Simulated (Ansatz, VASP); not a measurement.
# One calculation of HfSiO4, two programs

```
CELL_PARAMETERS angstrom
-3.21916 3.21916 2.92073
3.21916 -3.21916 2.92073
3.21916 3.21916 -2.92073
ATOMIC_POSITIONS crystal
Hf 0.75000 0.25000 0.50000
Hf 0.00000 0.00000 0.00000
Si 0.25000 0.75000 0.50000
Si 0.50000 0.50000 0.00000
O 0.13258 0.31962 0.81296
O 0.06962 0.75667 0.68704
O 0.50667 0.31962 0.18704
O 0.06962 0.38258 0.31296
O 0.61742 0.93038 0.68704
O 0.68038 0.86742 0.18704
O 0.24333 0.93038 0.31296
O 0.68038 0.49333 0.81296
```

Change from the starting cell: volume scaled by 0.94, ions relaxed.

Alike in both runs: functional PBE; k mesh 7 × 7 × 7; occupations fermi-dirac, width 0.02 eV; no spin polarisation.

Ansatz relaxed the structure, and its values are those at the end. VASP's run is a single point on that final structure, the one shown.

|  | VASP | Ansatz |
| --- | --- | --- |
| version | VASP 6.6.1 | Ansatz 0.2.0 |
| potentials or method | VASP PAW PBE potentials, release 64 (Hf_pv, Si, O) | plane-wave PAW, scalar-relativistic |
| plane-wave cutoff (eV) | 520 | 420 |
| valence electrons in the cell | 76 | 108 |

```tsv
	VASP	Ansatz	Ansatz less VASP
gap on the k mesh at the Fermi level (eV)	5.75	5.80	+0.052
pressure (GPa)	22.5	24.5	+1.93
rms of the force components (eV/Å)	0.101	0.004	-0.0969
```

The functional is the same, so the differences come from potentials, cutoffs and numerics. VASP's potentials hold 76 valence electrons a cell and Ansatz's 108, so a difference there can come from the potentials and not from the codes. Ansatz's warnings: stress scf threshold loose.

Spin-orbit coupling is off throughout.
